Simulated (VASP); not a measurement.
# PdAu3 (Pm-3m) in VASP: single point with LDA

Aim: the single point of PdAu3 with LDA.

Everything below comes from runs of VASP 6.6.1. Logs are shortened: lines on timing, memory, paths and dates and some standing lists are left out, and cuts for length are marked.

## (1) The cell of the first run

The structure is cubic, space group Pm-3m (No. 221). Conventional cell: a = 4.071 Å, b = 4.071 Å, c = 4.071 Å, α = 90.00°, β = 90.00°, γ = 90.00°. Pd (site symmetry m-3m) has 12 Au at 2.88 Å within 3.8 Å. Au (site symmetry 4/mmm) has 4 Pd at 2.88 Å and 8 Au at 2.88 Å within 3.8 Å.

## (2) Single point, LDA

Contents of INCAR:

```
SYSTEM = PdAu3
ALGO = Normal
EDIFF = 1E-7
ENCUT = 520
GGA = CA
ISIF = 2
ISMEAR = -1
LASPH = .TRUE.
LCHARG = .FALSE.
LREAL = .FALSE.
LWAVE = .FALSE.
NBANDS = 30
NELM = 80
PREC = Accurate
SIGMA = 0.1
```

Contents of KPOINTS:

```
k-points
0
G
  5 5 5
  0 0 0
```

Contents of POSCAR:

```
PdAu3
1.0
    4.0710825900      0.0000000000      0.0000000000
    0.0000000000      4.0710825900      0.0000000000
    0.0000000000      0.0000000000      4.0710825900
Pd Au
1 3
Direct
    0.0000000000      0.0000000000      0.0000000000
    0.0000000000      0.5000000000      0.5000000000
    0.5000000000      0.0000000000      0.5000000000
    0.5000000000      0.5000000000      0.0000000000
```

Potentials or basis: VASP PAW LDA potentials, release 64 (Pd, Au).

Started as:

```bash
cat potpaw_LDA.64/Pd/POTCAR potpaw_LDA.64/Au/POTCAR > POTCAR
mpirun -np 1 vasp_std > vasp.out
```

OUTCAR:

```text
SYSTEM = PdAu3
   EDIFF = 1E-7
   ENCUT = 520
   GGA = CA
   ISIF = 2
   ISMEAR = -1
   LASPH = .TRUE.
   LREAL = .FALSE.
   NELM = 80
   PREC = Accurate

 ion  position               nearest neighbor table
   1  0.000  0.000  0.000-   2 2.88   3 2.88   4 2.88   2 2.88   3 2.88   2 2.88   4 2.88   2 2.88
                             3 2.88   4 2.88   3 2.88   4 2.88
   2  0.000  0.500  0.500-   1 2.88   3 2.88   4 2.88   1 2.88   4 2.88   1 2.88   3 2.88   1 2.88
                             3 2.88   4 2.88   4 2.88   3 2.88
   3  0.500  0.000  0.500-   1 2.88   2 2.88   4 2.88   1 2.88   4 2.88   2 2.88   4 2.88   4 2.88
                             1 2.88   2 2.88   1 2.88   2 2.88
   4  0.500  0.500  0.000-   1 2.88   2 2.88   3 2.88   2 2.88   3 2.88   1 2.88   3 2.88   3 2.88
                             1 2.88   2 2.88   2 2.88   1 2.88

  LATTYP: Found a simple cubic cell.
 ALAT       =     4.0710825900

  Lattice vectors:

 A1 = (   4.0710825900,   0.0000000000,   0.0000000000)
 A2 = (   0.0000000000,   4.0710825900,   0.0000000000)
 A3 = (   0.0000000000,   0.0000000000,   4.0710825900)

Analysis of symmetry for initial positions (statically):
=====================================================================
 Subroutine PRICEL returns:
 Original cell was already a primitive cell.

 Routine SETGRP: Setting up the symmetry group for a
 simple cubic supercell.

 Subroutine GETGRP returns: Found 48 space group operations
 (whereof 48 operations were pure point group operations)
 out of a pool of 48 trial point group operations.

The static configuration has the point symmetry O_h .

Analysis of symmetry for dynamics (positions and initial velocities):
=====================================================================
 Subroutine PRICEL returns:
 Original cell was already a primitive cell.

 Routine SETGRP: Setting up the symmetry group for a
 simple cubic supercell.

 Subroutine GETGRP returns: Found 48 space group operations
 (whereof 48 operations were pure point group operations)
 out of a pool of 48 trial point group operations.

The dynamic configuration has the point symmetry O_h .

 Subroutine INISYM returns: Found 48 space group operations
 (whereof 48 operations are pure point group operations),
 and found     1 'primitive' translations

----------------------------------------------------------------------------------------

                                     Primitive cell

  volume of cell :      67.4730

  direct lattice vectors                    reciprocal lattice vectors
     4.071082590  0.000000000  0.000000000     0.245634909  0.000000000  0.000000000
     0.000000000  4.071082590  0.000000000     0.000000000  0.245634909  0.000000000
     0.000000000  0.000000000  4.071082590     0.000000000  0.000000000  0.245634909

  length of vectors
     4.071082590  4.071082590  4.071082590     0.245634909  0.245634909  0.245634909

  position of ions in fractional coordinates (direct lattice)
     0.000000000  0.000000000  0.000000000
     0.000000000  0.500000000  0.500000000
     0.500000000  0.000000000  0.500000000
     0.500000000  0.500000000  0.000000000

  ion indices of the primitive-cell ions
   primitive index   ion index
                 1           1
                 2           2
                 3           3
                 4           4

----------------------------------------------------------------------------------------

 KPOINTS: k-points

Automatic generation of k-mesh.
 Grid dimensions read from file:
 generate k-points for:    5    5    5

 Generating k-lattice:

  Cartesian coordinates                     Fractional coordinates (reciprocal lattice)
     0.049126982  0.000000000  0.000000000     0.200000000  0.000000000  0.000000000
     0.000000000  0.049126982  0.000000000     0.000000000  0.200000000  0.000000000
     0.000000000  0.000000000  0.049126982     0.000000000  0.000000000  0.200000000

  Length of vectors
     0.049126982  0.049126982  0.049126982

  Shift w.r.t. Gamma in fractional coordinates (k-lattice)
     0.000000000  0.000000000  0.000000000

 Subroutine IBZKPT returns following result:
 ===========================================

 Found     10 irreducible k-points:

 Following reciprocal coordinates:
            Coordinates               Weight
  0.000000  0.000000  0.000000      1.000000
  0.200000  0.000000  0.000000      6.000000
  0.400000  0.000000  0.000000      6.000000
  0.200000  0.200000  0.000000     12.000000
  0.400000  0.200000  0.000000     24.000000
  0.400000  0.400000  0.000000     12.000000
  0.200000  0.200000  0.200000      8.000000
  0.400000  0.200000  0.200000     24.000000
  0.400000  0.400000  0.200000     24.000000
  0.400000  0.400000  0.400000      8.000000
   k-points           NKPTS =     10   k-points in BZ     NKDIM =     10   number of bands    NBANDS=     30
   number of dos      NEDOS =    301   number of ions     NIONS =      4
   total plane-waves  NPLWV =  27000
   dimension x,y,z NGX =    30 NGY =   30 NGZ =   30
   dimension x,y,z NGXF=    60 NGYF=   60 NGZF=   60
   ions per type =               1   3
   NGX,Y,Z   is equivalent  to a cutoff of  12.25, 12.25, 12.25 a.u.
   NGXF,Y,Z  is equivalent  to a cutoff of  24.50, 24.50, 24.50 a.u.
 SYSTEM =  PdAu3
   PREC   = accura    normal or accurate (medium, high low for compatibility)
   ISTART =      0    job   : 0-new  1-cont  2-samecut
   ICHARG =      2    charge: 1-file 2-atom 10-const
   ISPIN  =      1    spin polarized calculation?
   LNONCOLLINEAR =      F non collinear calculations
   LSORBIT =      F    spin-orbit coupling
   LASPH  =      T    aspherical Exc in radial PAW
   ENCUT  =  520.0 eV  38.22 Ry    6.18 a.u.   7.57  7.57  7.57*2*pi/ulx,y,z
   NELM   =     80;   NELMIN=  2; NELMDL= -5     # of ELM steps
   EDIFF  = 0.1E-06   stopping-criterion for ELM
   LREAL  =      F    real-space projection
   EDIFFG = 0.1E-05   stopping-criterion for IOM
   NSW    =      0    number of steps for IOM
   IBRION =     -1    ionic relax: 0-MD 1-quasi-New 2-CG
   NFREE  =      0    steps in history (QN), initial steepest desc. (CG)
   ISIF   =      2    stress and relaxation
   ISYM   =      2    0-nonsym 1-usesym 2-fastsym
   POTIM  = 0.5000    time-step for ionic-motion
   TEBEG  =    0.0;   TEEND  =   0.0 temperature during run
   PSTRESS=    0.0 pullay stress
   NELECT =      43.0000    total number of electrons
   NUPDOWN=      -1.0000    fix difference up-down
   EMIN   =  10.00;   EMAX   =-10.00  energy-range for DOS
   EFERMI =   0.00;   METHOD = LEGACY
   ISMEAR =    -1;   SIGMA  =   0.10  broadening in eV -4-tet -1-fermi 0-gaus
   EFERMI_NEDOS =   21; number of points for ismear=-14 and -15
   IALGO  =     38    algorithm
   IMIX   =      4    mixing-type and parameters
     AMIX     =   0.40;   BMIX     =  1.00
     AMIX_MAG =   1.60;   BMIX_MAG =  1.00
  volume/ion in A,a.u.               =      16.87       113.83
  Fermi-wavevector in a.u.,A,eV,Ry     =   1.408816  2.662277 27.004349  1.984764
  Thomas-Fermi vector in A             =   2.530936
   LORBIT       =      0    0 simple, 1 ext, 2 COOP (PROOUT), +10 PAW based schemes
   GGA     = CA    functional components
   LHFCALC =     F    Hartree Fock is set to
   AEXX    =    0.0000 exact exchange contribution
   IVDW    =     0    specifies the selected vdW correction
   LEPSILON=     F    determine dielectric tensor
   LRPA    =     F    only Hartree local field effects (RPA)
 non-spin polarized calculation
  energy-cutoff  :      520.00
  volume of cell :       67.47
 maximum number of plane-waves:      1839
 NGX is ok and might be reduce to    30
   NGX = 15   NGY = 15   NGZ = 15

 number of electron      42.9999990 magnetization

 Free energy of the ion-electron system (eV)
  ---------------------------------------------------
  ext. energy  EPLUGINS =         0.00000000
  ---------------------------------------------------
  free energy    TOTEN  =       -20.09324993 eV

  energy without entropy =      -20.07253416  energy(sigma->0) =      -20.08289205

 E-fermi :   8.8341     XC(G=0): -12.9569

 val. band max:        8.4544406233   @ k =   0.2000   0.0000   0.0000
 cond. band min:       9.0037276697   @ k =   0.4000   0.4000   0.0000
 fundamental gap:      0.5492870464
 Fermi energy:         8.8341270950

 k-point     1 :       0.0000    0.0000    0.0000
  band No.  band energies     occupation
      1      -0.2799      2.00000
      2       2.1442      2.00000
      3       2.5427      2.00000
      4       2.5427      2.00000
      5       2.6239      2.00000
      6       2.6239      2.00000
[... 22 lines left out ...]
     29      19.3935      0.00000
     30      19.3935      0.00000

 k-point     2 :       0.2000    0.0000    0.0000
  band No.  band energies     occupation
      1       0.1686      2.00000
      2       2.3936      2.00000
      3       2.6923      2.00000
      4       2.7697      2.00000
      5       2.8677      2.00000
      6       2.8745      2.00000
[... 22 lines left out ...]
     29      18.8484      0.00000
     30      19.0111      0.00000

 k-point     3 :       0.4000    0.0000    0.0000
  band No.  band energies     occupation
      1       1.3093      2.00000
      2       2.7252      2.00000
      3       3.0172      2.00000
      4       3.1080      2.00000
      5       3.5996      2.00000
      6       3.5996      2.00000
[... 22 lines left out ...]
     29      18.6374      0.00000
     30      18.9451      0.00000

 k-point     4 :       0.2000    0.2000    0.0000
  band No.  band energies     occupation
      1       0.5873      2.00000
      2       2.6355      2.00000
      3       2.9105      2.00000
      4       2.9368      2.00000
      5       2.9456      2.00000
      6       3.0638      2.00000
[... 22 lines left out ...]
     29      19.4880      0.00000
     30      19.8080      0.00000

 k-point     5 :       0.4000    0.2000    0.0000
  band No.  band energies     occupation
      1       1.6600      2.00000
      2       2.9955      2.00000
      3       3.2111      2.00000
      4       3.2726      2.00000
      5       3.5226      2.00000
      6       3.7083      2.00000
[... 22 lines left out ...]
     29      20.4263      0.00000
     30      20.7675      0.00000

 k-point     6 :       0.4000    0.4000    0.0000
  band No.  band energies     occupation
      1       2.4956      2.00000
      2       3.2636      2.00000
      3       3.5330      2.00000
      4       3.6232      2.00000
      5       3.7240      2.00000
      6       4.0235      2.00000
[... 22 lines left out ...]
     29      19.4046      0.00000
     30      19.8819      0.00000

 k-point     7 :       0.2000    0.2000    0.2000
  band No.  band energies     occupation
      1       0.9410      2.00000
      2       2.7921      2.00000
      3       2.9549      2.00000
      4       2.9549      2.00000
      5       3.1820      2.00000
      6       3.5219      2.00000
[... 22 lines left out ...]
     29      19.5296      0.00000
     30      20.3643      0.00000

 k-point     8 :       0.4000    0.2000    0.2000
  band No.  band energies     occupation
      1       1.8168      2.00000
      2       2.8894      2.00000
      3       3.2097      2.00000
      4       3.3458      2.00000
      5       3.5947      2.00000
      6       3.8125      2.00000
[... 22 lines left out ...]
     29      20.3475      0.00000
     30      20.4640      0.00000

 k-point     9 :       0.4000    0.4000    0.2000
  band No.  band energies     occupation
      1       2.2150      2.00000
      2       2.7453      2.00000
      3       2.9419      2.00000
      4       3.0565      2.00000
      5       4.0646      2.00000
      6       4.1233      2.00000
[... 22 lines left out ...]
     29      21.1451      0.00000
     30      22.6306      0.00000

 k-point    10 :       0.4000    0.4000    0.4000
  band No.  band energies     occupation
      1       2.0530      2.00000
      2       2.3268      2.00000
      3       2.3268      2.00000
      4       2.6167      2.00000
      5       4.2755      2.00000
      6       4.2755      2.00000
[... 22 lines left out ...]
     29      23.5340      0.00000
     30      23.7238      0.00000

------------------------ aborting loop because EDIFF is reached ----------------------------------------

  FORCE on cell =-STRESS in cart. coord.  units (eV):
  Direction    XX          YY          ZZ          XY          YZ          ZX
  --------------------------------------------------------------------------------------
  -------------------------------------------------------------------------------------
  Total       -4.2081997     -4.2081997     -4.2081997      0.0000000      0.0000000     -0.0000000
  in kB      -99.9256977    -99.9256977    -99.9256977      0.0000000      0.0000000     -0.0000000
  external PRESSURE =     -99.9256977 kB  Pullay stress =       0.0000000 kB

 VOLUME and BASIS-vectors are now :
 -----------------------------------------------------------------------------
  energy-cutoff  :      520.00
  volume of cell :       67.47
      direct lattice vectors                 reciprocal lattice vectors
     4.071082590  0.000000000  0.000000000     0.245634909  0.000000000  0.000000000
     0.000000000  4.071082590  0.000000000     0.000000000  0.245634909  0.000000000
     0.000000000  0.000000000  4.071082590     0.000000000  0.000000000  0.245634909

 POSITION                                       TOTAL-FORCE (eV/Angst)
 -----------------------------------------------------------------------------------
      0.00000      0.00000      0.00000         0.000000      0.000000      0.000000
      0.00000      2.03554      2.03554         0.000000      0.000000      0.000000
      2.03554      0.00000      2.03554         0.000000      0.000000      0.000000
      2.03554      2.03554      0.00000         0.000000      0.000000      0.000000
 -----------------------------------------------------------------------------------
    total drift:                                0.000000      0.000000     -0.000000

  FREE ENERGIE OF THE ION-ELECTRON SYSTEM (eV)
  ---------------------------------------------------
  free  energy   TOTEN  =       -20.0932499309 eV

  energy  without entropy=      -20.0725341643  energy(sigma->0) =      -20.08289205
```

Wall time 15 s (1 thread of AMD EPYC 7R43 (Zen 3), shared host); peak memory 0.12 GiB.

Results:

| Property | Result |
| --- | --- |
| Free energy | -20.0932 eV |
| Pressure | -10.0 GPa |

Levels at points of the mesh, in eV from the Fermi level:
```csv
k point,band 18,band 19,band 20,band 21,band 22,band 23,band 24,band 25
"(0.00, 0.00, 0.00)",-0.86,-0.41,-0.41,-0.41,1.62,1.62,1.62,6.15
```

Caveat: spin-orbit coupling is left out, which moves the levels of the heavy elements.
